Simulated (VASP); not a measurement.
Write the native input for VASP 6.6.1 that does the following.

| Quantity | Value |
| --- | --- |
| Task | single point |
| Functional | revPBE |
| Potentials or basis | VASP PAW PBE potentials, release 64 (Ag, B) |
| Cutoff | 520 eV |
| k mesh | 10 × 10 × 8 |
| Occupations | gaussian, width 0.05 eV |
| Spin | no spin polarisation |
| Dipole correction | no |
| Further INCAR settings | ALGO = Normal; EDIFF = 1e-07; NBANDS = 16 |

The structure of AgB2 lies in POSCAR:

```
AgB2
1.0
    2.8451210746      0.0000000000      0.0000000000
   -1.4225605373      2.4639471274      0.0000000000
    0.0000000000      0.0000000000      3.6023507886
Ag B
1 2
Direct
    0.0000000000      0.0000000000      0.0000000000
    0.3333333333      0.6666666667      0.5000000000
    0.6666666667      0.3333333333      0.5000000000
```

These files were run (other wordings do the same):

INCAR

```
PREC = Accurate
ENCUT = 520
EDIFF = 1E-7
ISMEAR = 0
SIGMA = 0.05
LREAL = F
LASPH = T
NELM = 60
ALGO = Normal
ISIF = 2
LWAVE = F
LCHARG = F
GGA = RE
NBANDS = 16
```

KPOINTS

```
Automatic mesh
0
Gamma
  10 10 8
```

Potentials or basis: VASP PAW PBE potentials, release 64 (Ag, B).

The run is started by

```bash
$ cat potpaw_PBE.64/Ag/POTCAR potpaw_PBE.64/B/POTCAR > POTCAR
$ mpirun -np 1 vasp_std > vasp.out
```

It gave:

```yaml
Pressure: 62.4 GPa
```

Caveat: the PAW data sets were made with another functional, which shifts forces and pressure a little.

Run time: 23 s on 1 thread of AMD EPYC 7R13 Processor (Zen 3), on a shared host, peak memory 0.13 GiB.
